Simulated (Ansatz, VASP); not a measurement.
**NaF: VASP beside Ansatz**

```
CELL_PARAMETERS angstrom
0.00000 2.29717 2.42076
2.29717 0.00000 2.42076
2.29717 2.29717 0.00000
ATOMIC_POSITIONS crystal
Na 0.00000 0.00000 0.00000
F 0.50000 0.50000 0.50000
```

Change from the starting cell: uniaxial_z strain +5.4%.

Alike in both runs: task single point; functional PBE; k mesh 10 × 10 × 10; occupations fermi-dirac, width 0.02 eV; no spin polarisation.

```csv
,VASP,Ansatz
version,VASP 6.6.1,Ansatz 0.2.0
potentials or method,"VASP PAW PBE potentials, release 64 (Na_pv, F)","plane waves, PAW"
plane-wave cutoff (eV),520,420
valence electrons in the cell,14,16
```

```csv
,VASP,Ansatz,Ansatz less VASP
gap on the k mesh at the Fermi level (eV),6.15,6.17,+0.016
pressure (GPa),0.9,1.1,+0.14
"traceless stress, the component that is largest in VASP (GPa)",-2.47,-2.39,+0.075
```

VASP's potentials hold 14 valence electrons a cell and Ansatz's 16, so a difference there can come from the potentials and not from the codes.
